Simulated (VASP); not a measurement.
Write the native input for VASP 6.6.1 that does the following.

```
Task                   : single point
Functional             : PBE
Potentials or basis    : VASP PAW PBE potentials, release 64 (Cs_sv, Mo_sv, Pb_d)
Cutoff                 : 520 eV
k mesh                 : 3 × 3 × 4
Occupations            : gaussian, width 0.1 eV
Spin                   : no spin polarisation
Dipole correction      : no
Further INCAR settings : ALGO = Fast; EDIFF = 1e-06; NBANDS = 48
```

The structure of CsMoPb4 lies in POSCAR:

```
CsMoPb4
1.0
    6.5045151000      0.0000000000      0.0000000000
   -3.2522575500      5.6330753200      0.0000000000
    0.0000000000      0.0000000000      6.3665214600
Cs Mo Pb
1 1 4
Direct
    0.0000000000      0.0000000000      0.0000000000
    0.0000000000      0.0000000000      0.5000000000
    0.3333333300      0.6666666700      0.5000000000
    0.6666666700      0.3333333300      0.5000000000
    0.3333333300      0.6666666700      0.0000000000
    0.6666666700      0.3333333300      0.0000000000
```

The cell was generated, and may not be a known phase.

One way to write it, as run:

INCAR

```
SYSTEM = CsMoPb4
PREC = Accurate
ENCUT = 520
EDIFF = 1E-6
ISMEAR = 0
SIGMA = 0.1
LREAL = .False.
LASPH = .True.
NELM = 80
ALGO = Fast
ISIF = 2
LWAVE = .False.
LCHARG = .False.
GGA = PE
NBANDS = 48
```

KPOINTS

```
regular mesh
0
Gamma
  3 3 4
  0 0 0
```

Potentials or basis: VASP PAW PBE potentials, release 64 (Cs_sv, Mo_sv, Pb_d).

Command:

```console
$ cat potpaw_PBE.64/Cs_sv/POTCAR potpaw_PBE.64/Mo_sv/POTCAR potpaw_PBE.64/Pb_d/POTCAR > POTCAR
$ mpirun -np 1 vasp_std > vasp.out
```

Results of the run:

The pressure is -3.7 GPa and the band gap on the k mesh is zero (an odd number of electrons rules out a gap without spin polarisation).

Caveat: the k points lie up to 0.37 Å⁻¹ apart, too coarse for converged energies and pressures of a metal; spin-orbit coupling is left out, which moves the levels of the heavy elements.

Wall time 110 s on 1 thread of Intel(R) Xeon(R) Platinum 8488C (Sapphire Rapids), with other jobs on the host, peak memory 0.37 GiB.
